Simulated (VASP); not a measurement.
# Sc (P6_3/mmc) in VASP: single point with r2SCAN

Aim: the single point of Sc with r2SCAN.

All numbers are computed with VASP 6.6.1; they aren't measurements. Logs are shortened: lines on timing, memory, paths and dates and some standing lists are left out, and cuts for length are marked.

## (1) The cell of the first run

The structure is hexagonal, space group P6_3/mmc (No. 194). The conventional cell has a = 3.328 Å, b = 3.328 Å, c = 5.212 Å, α = 90.00°, β = 90.00°, γ = 120.00°. Within 4.3 Å of Sc (site symmetry -6m2) lie 12 Sc at 3.24 to 3.33 Å.

## (2) Single point, r2SCAN

Input file POSCAR:

```
Sc
1.0
    3.3280716028      0.0000000000      0.0000000000
   -1.6640358014      2.8821945536      0.0000000000
    0.0000000000      0.0000000000      5.2121496078
Sc
2
Direct
    0.3333333333      0.6666666667      0.2500000000
    0.6666666667      0.3333333333      0.7500000000
```

Input file INCAR.step1:

```
ALGO = Normal
EDIFF = 1E-4
ENCUT = 520
GGA = PE
ISMEAR = -1
LASPH = T
LCHARG = F
LREAL = F
LWAVE = T
NBANDS = 18
NELM = 80
PREC = Accurate
SIGMA = 0.1
```

Input file INCAR.step2:

```
ALGO = Normal
EDIFF = 1E-7
ENCUT = 520
ISIF = 2
ISMEAR = -1
ISTART = 1
LASPH = T
LCHARG = F
LMIXTAU = T
LREAL = F
LWAVE = F
METAGGA = R2SCAN
NBANDS = 18
NELM = 80
PREC = Accurate
SIGMA = 0.1
```

Input file KPOINTS:

```
k-points
0
Gamma
  18 18 10
```

Potentials or basis: VASP PAW PBE potentials, release 64 (Sc_sv).

The run is started by

```bash
cat potpaw_PBE.64/Sc_sv/POTCAR > POTCAR
cp INCAR.step1 INCAR
mpirun -np 1 vasp_std > vasp.out
cp INCAR.step2 INCAR
mpirun -np 1 vasp_std > vasp.out
```

OUTCAR:

```text
EDIFF = 1E-7
   ENCUT = 520
   ISIF = 2
   ISMEAR = -1
   ISTART = 1
   LASPH = T
   LREAL = F
   METAGGA = R2SCAN
   NELM = 80
   PREC = Accurate

 ion  position               nearest neighbor table
   1  0.333  0.667  0.250-   2 3.24   2 3.24   2 3.24   2 3.24   2 3.24   2 3.24
   2  0.667  0.333  0.750-   1 3.24   1 3.24   1 3.24   1 3.24   1 3.24   1 3.24

  LATTYP: Found a hexagonal cell.
 ALAT       =     3.3280716028
 C/A-ratio  =     1.5661170281

  Lattice vectors:

 A1 = (   3.3280716028,   0.0000000000,   0.0000000000)
 A2 = (  -1.6640358014,   2.8821945536,   0.0000000000)
 A3 = (   0.0000000000,   0.0000000000,   5.2121496078)

Analysis of symmetry for initial positions (statically):
=====================================================================
 Subroutine PRICEL returns:
 Original cell was already a primitive cell.

 Routine SETGRP: Setting up the symmetry group for a
 hexagonal supercell.

 Subroutine GETGRP returns: Found 24 space group operations
 (whereof 12 operations were pure point group operations)
 out of a pool of 24 trial point group operations.

The static configuration has the point symmetry D_3d.
 The point group associated with its full space group is D_6h.

Analysis of symmetry for dynamics (positions and initial velocities):
=====================================================================
 Subroutine PRICEL returns:
 Original cell was already a primitive cell.

 Routine SETGRP: Setting up the symmetry group for a
 hexagonal supercell.

 Subroutine GETGRP returns: Found 24 space group operations
 (whereof 12 operations were pure point group operations)
 out of a pool of 24 trial point group operations.

The dynamic configuration has the point symmetry D_3d.
 The point group associated with its full space group is D_6h.

 Subroutine INISYM returns: Found 24 space group operations
 (whereof 12 operations are pure point group operations),
 and found     1 'primitive' translations

----------------------------------------------------------------------------------------

                                     Primitive cell

  volume of cell :      49.9957

  direct lattice vectors                    reciprocal lattice vectors
     3.328071603  0.000000000  0.000000000     0.300474304  0.173478921  0.000000000
    -1.664035801  2.882194554  0.000000000     0.000000000  0.346957841  0.000000000
     0.000000000  0.000000000  5.212149608     0.000000000  0.000000000  0.191859420

  length of vectors
     3.328071603  3.328071603  5.212149608     0.346957841  0.346957841  0.191859420

  position of ions in fractional coordinates (direct lattice)
     0.333333333  0.666666667  0.250000000
     0.666666667  0.333333333  0.750000000

  ion indices of the primitive-cell ions
   primitive index   ion index
                 1           1
                 2           2

----------------------------------------------------------------------------------------

 KPOINTS: k-points

Automatic generation of k-mesh.
 Grid dimensions read from file:
 generate k-points for:   18   18   10

 Generating k-lattice:

  Cartesian coordinates                     Fractional coordinates (reciprocal lattice)
     0.016693017  0.009637718  0.000000000     0.055555556 -0.000000000  0.000000000
     0.000000000  0.019275436  0.000000000     0.000000000  0.055555556  0.000000000
     0.000000000  0.000000000  0.019185942     0.000000000  0.000000000  0.100000000

  Length of vectors
     0.019275436  0.019275436  0.019185942

  Shift w.r.t. Gamma in fractional coordinates (k-lattice)
     0.000000000  0.000000000  0.000000000

 Subroutine IBZKPT returns following result:
 ===========================================

 Found    222 irreducible k-points:

 Following reciprocal coordinates:
            Coordinates               Weight
  0.000000  0.000000  0.000000      1.000000
  0.055556 -0.000000  0.000000      6.000000
  0.111111 -0.000000  0.000000      6.000000
  0.166667  0.000000  0.000000      6.000000
  0.222222 -0.000000  0.000000      6.000000
  0.277778  0.000000  0.000000      6.000000
[... 16 lines left out ...]
  0.333333  0.111111  0.000000     12.000000
  0.388889  0.111111  0.000000     12.000000
 [... further k-points ...]
   k-points           NKPTS =    222   k-points in BZ     NKDIM =    222   number of bands    NBANDS=     18
   number of dos      NEDOS =    301   number of ions     NIONS =      2
   total plane-waves  NPLWV =  31360
   dimension x,y,z NGX =    28 NGY =   28 NGZ =   40
   dimension x,y,z NGXF=    56 NGYF=   56 NGZF=   80
   ions per type =               2
   NGX,Y,Z   is equivalent  to a cutoff of  13.99, 13.99, 12.76 a.u.
   NGXF,Y,Z  is equivalent  to a cutoff of  27.97, 27.97, 25.52 a.u.
 SYSTEM =  unknown system
   PREC   = accura    normal or accurate (medium, high low for compatibility)
   ISTART =      1    job   : 0-new  1-cont  2-samecut
   ICHARG =      0    charge: 1-file 2-atom 10-const
   ISPIN  =      1    spin polarized calculation?
   LNONCOLLINEAR =      F non collinear calculations
   LSORBIT =      F    spin-orbit coupling
   LASPH  =      T    aspherical Exc in radial PAW
   ENCUT  =  520.0 eV  38.22 Ry    6.18 a.u.   6.19  6.19  9.69*2*pi/ulx,y,z
   NELM   =     80;   NELMIN=  2; NELMDL=  0     # of ELM steps
   EDIFF  = 0.1E-06   stopping-criterion for ELM
   LREAL  =      F    real-space projection
   EDIFFG = 0.1E-05   stopping-criterion for IOM
   NSW    =      0    number of steps for IOM
   IBRION =     -1    ionic relax: 0-MD 1-quasi-New 2-CG
   NFREE  =      0    steps in history (QN), initial steepest desc. (CG)
   ISIF   =      2    stress and relaxation
   ISYM   =      2    0-nonsym 1-usesym 2-fastsym
   POTIM  = 0.5000    time-step for ionic-motion
   TEBEG  =    0.0;   TEEND  =   0.0 temperature during run
   PSTRESS=    0.0 pullay stress
   NELECT =      22.0000    total number of electrons
   NUPDOWN=      -1.0000    fix difference up-down
   EMIN   =  10.00;   EMAX   =-10.00  energy-range for DOS
   EFERMI =   0.00;   METHOD = LEGACY
   ISMEAR =    -1;   SIGMA  =   0.10  broadening in eV -4-tet -1-fermi 0-gaus
   EFERMI_NEDOS =   21; number of points for ismear=-14 and -15
   IALGO  =     38    algorithm
   IMIX   =      4    mixing-type and parameters
     AMIX     =   0.40;   BMIX     =  1.00
     AMIX_MAG =   1.60;   BMIX_MAG =  1.00
  volume/ion in A,a.u.               =      25.00       168.69
  Fermi-wavevector in a.u.,A,eV,Ry     =   1.245197  2.353081 21.096050  1.550516
  Thomas-Fermi vector in A             =   2.379430
   LORBIT       =      0    0 simple, 1 ext, 2 COOP (PROOUT), +10 PAW based schemes
   METAGGA = R2SCAN    functional components
   LHFCALC =     F    Hartree Fock is set to
   AEXX    =    0.0000 exact exchange contribution
   IVDW    =     0    specifies the selected vdW correction
   LEPSILON=     F    determine dielectric tensor
   LRPA    =     F    only Hartree local field effects (RPA)
 non-spin polarized calculation
  energy-cutoff  :      520.00
  volume of cell :       50.00
 maximum number of plane-waves:      1375
 NGX is ok and might be reduce to    28
   NGX = 13   NGY = 13   NGZ = 19

 number of electron      21.9999997 magnetization

 Free energy of the ion-electron system (eV)
  ---------------------------------------------------
  ext. energy  EPLUGINS =         0.00000000
  ---------------------------------------------------
  free energy    TOTEN  =       -22.77477262 eV

  energy without entropy =      -22.65488287  energy(sigma->0) =      -22.71482775

 E-fermi :   3.6383     XC(G=0): -10.5443

 val. band max:        3.6365186573   @ k =   0.1667   0.1667   0.3000
 cond. band min:       3.6394538529   @ k =   0.4444   0.0556   0.4000
 fundamental gap:      0.0029351957
 Fermi energy:         3.6383249689

 k-point     1 :       0.0000    0.0000    0.0000
  band No.  band energies     occupation
      1     -47.9152      2.00000
      2     -47.8467      2.00000
      3     -25.7728      2.00000
      4     -25.4220      2.00000
      5     -25.4220      2.00000
      6     -25.3586      2.00000
[... 10 lines left out ...]
     17       6.2155      0.00000
     18       6.2155      0.00000

 k-point     2 :       0.0556   -0.0000    0.0000
  band No.  band energies     occupation
      1     -47.9138      2.00000
      2     -47.8462      2.00000
      3     -25.7688      2.00000
      4     -25.4298      2.00000
      5     -25.4247      2.00000
      6     -25.3669      2.00000
[... 10 lines left out ...]
     17       6.1531      0.00000
     18       6.1705      0.00000

 k-point     3 :       0.1111   -0.0000    0.0000
  band No.  band energies     occupation
      1     -47.9096      2.00000
      2     -47.8448      2.00000
      3     -25.7569      2.00000
      4     -25.4524      2.00000
      5     -25.4324      2.00000
      6     -25.3905      2.00000
[... 10 lines left out ...]
     17       6.0511      0.00000
     18       6.0782      0.00000

 k-point     4 :       0.1667    0.0000    0.0000
  band No.  band energies     occupation
      1     -47.9031      2.00000
      2     -47.8427      2.00000
      3     -25.7379      2.00000
      4     -25.4874      2.00000
      5     -25.4439      2.00000
      6     -25.4260      2.00000
[... 10 lines left out ...]
     17       6.1647      0.00000
     18       6.2878      0.00000

 k-point     5 :       0.2222   -0.0000    0.0000
  band No.  band energies     occupation
      1     -47.8948      2.00000
      2     -47.8404      2.00000
      3     -25.7131      2.00000
      4     -25.5306      2.00000
      5     -25.4686      2.00000
      6     -25.4576      2.00000
[... 10 lines left out ...]
     17       6.4032      0.00000
     18       6.5597      0.00000

 k-point     6 :       0.2778    0.0000    0.0000
  band No.  band energies     occupation
      1     -47.8856      2.00000
      2     -47.8383      2.00000
      3     -25.6842      2.00000
      4     -25.5771      2.00000
      5     -25.5128      2.00000
      6     -25.4718      2.00000
[... 10 lines left out ...]
     17       6.6884      0.00000
     18       6.8710      0.00000

 k-point     7 :       0.3333    0.0000    0.0000
  band No.  band energies     occupation
      1     -47.8763      2.00000
      2     -47.8370      2.00000
      3     -25.6533      2.00000
      4     -25.6211      2.00000
      5     -25.5534      2.00000
      6     -25.4849      2.00000
[... 10 lines left out ...]
     17       7.0308      0.00000
     18       7.1926      0.00000

 k-point     8 :       0.3889    0.0000    0.0000
  band No.  band energies     occupation
      1     -47.8680      2.00000
      2     -47.8366      2.00000
      3     -25.6571      2.00000
      4     -25.6237      2.00000
      5     -25.5860      2.00000
      6     -25.4954      2.00000
[... 10 lines left out ...]
     17       7.4415      0.00000
     18       7.4970      0.00000
[... 229 lines left out ...]
     17       6.1624      0.00000
     18       6.4835      0.00000

 k-point    20 :       0.1667    0.1111    0.0000
  band No.  band energies     occupation
      1     -47.8915      2.00000
      2     -47.8396      2.00000
      3     -25.7029      2.00000
      4     -25.5330      2.00000
      5     -25.5075      2.00000
      6     -25.4451      2.00000
[... 10 lines left out ...]
     17       6.3731      0.00000
     18       6.7867      0.00000

 k-point    21 :       0.2222    0.1111    0.0000
  band No.  band energies     occupation
      1     -47.8826      2.00000
      2     -47.8378      2.00000
      3     -25.6747      2.00000
      4     -25.5750      2.00000
      5     -25.5384      2.00000
      6     -25.4674      2.00000
[... 10 lines left out ...]
     17       6.7472      0.00000
     18       7.1258      0.00000

 k-point    22 :       0.2778    0.1111    0.0000
  band No.  band energies     occupation
      1     -47.8737      2.00000
      2     -47.8367      2.00000
      3     -25.6444      2.00000
      4     -25.6161      2.00000
      5     -25.5653      2.00000
      6     -25.4886      2.00000
[... 10 lines left out ...]
     17       7.1269      0.00000
     18       7.4838      0.00000

 k-point    23 :       0.3333    0.1111    0.0000
  band No.  band energies     occupation
      1     -47.8657      2.00000
      2     -47.8366      2.00000
      3     -25.6499      2.00000
      4     -25.6150      2.00000
      5     -25.5868      2.00000
      6     -25.5059      2.00000
[... 10 lines left out ...]
     17       7.4427      0.00000
     18       7.8447      0.00000

 k-point    24 :       0.3889    0.1111    0.0000
  band No.  band energies     occupation
      1     -47.8597      2.00000
      2     -47.8373      2.00000
      3     -25.6719      2.00000
      4     -25.6009      2.00000
      5     -25.5912      2.00000
      6     -25.5170      2.00000
[... 10 lines left out ...]
     17       7.6367      0.00000
     18       7.8571      0.00000

 [... further k-points ...]
[... 5 lines left out ...]
  --------------------------------------------------------------------------------------
  -------------------------------------------------------------------------------------
  Total        0.0598755      0.0598755      0.0577702     -0.0000000      0.0000000      0.0000000
  in kB        1.9187881      1.9187881      1.8513199     -0.0000000      0.0000000      0.0000000
  external PRESSURE =       1.8962987 kB  Pullay stress =       0.0000000 kB

 VOLUME and BASIS-vectors are now :
 -----------------------------------------------------------------------------
  energy-cutoff  :      520.00
  volume of cell :       50.00
      direct lattice vectors                 reciprocal lattice vectors
     3.328071603  0.000000000  0.000000000     0.300474304  0.173478921  0.000000000
    -1.664035801  2.882194554  0.000000000     0.000000000  0.346957841  0.000000000
     0.000000000  0.000000000  5.212149608     0.000000000  0.000000000  0.191859420

 POSITION                                       TOTAL-FORCE (eV/Angst)
 -----------------------------------------------------------------------------------
     -0.00000      1.92146      1.30304         0.000000      0.000000      0.000000
      1.66404      0.96073      3.90911        -0.000000     -0.000000     -0.000000
 -----------------------------------------------------------------------------------
    total drift:                               -0.000000      0.000000     -0.000000

  FREE ENERGIE OF THE ION-ELECTRON SYSTEM (eV)
  ---------------------------------------------------
  free  energy   TOTEN  =       -22.7747726218 eV

  energy  without entropy=      -22.6548828727  energy(sigma->0) =      -22.71482775
```

Wall time 29 min (1 thread of AMD EPYC 7R43 (Zen 3), shared host); peak memory 0.27 GiB.

Results:

```yaml
Free_energy: -22.7748 eV
Pressure: 0.2 GPa
Band_gap_on_the_k_mesh: zero (bands 11 and 12 overlap by 1.56 eV)
```

Levels at points of the mesh, in eV from the Fermi level:
```csv
k point,band 8,band 9,band 10,band 11,band 12,band 13,band 14,band 15
"(0.00, 0.00, 0.00)",-28.98,-5.48,-1.69,0.39,1.80,1.80,2.03,2.26
"(0.50, 0.00, 0.00)",-29.04,-1.70,-1.12,-0.66,-0.41,1.38,1.56,2.02
"(0.00, 0.00, 0.50)",-29.03,-3.88,-3.88,1.07,1.07,1.72,1.72,1.72
"(0.50, 0.00, 0.50)",-29.09,-1.51,-1.51,0.04,0.04,1.30,1.30,2.60
```

Caveat: the PAW data sets were made with another functional, which shifts forces and pressure a little.
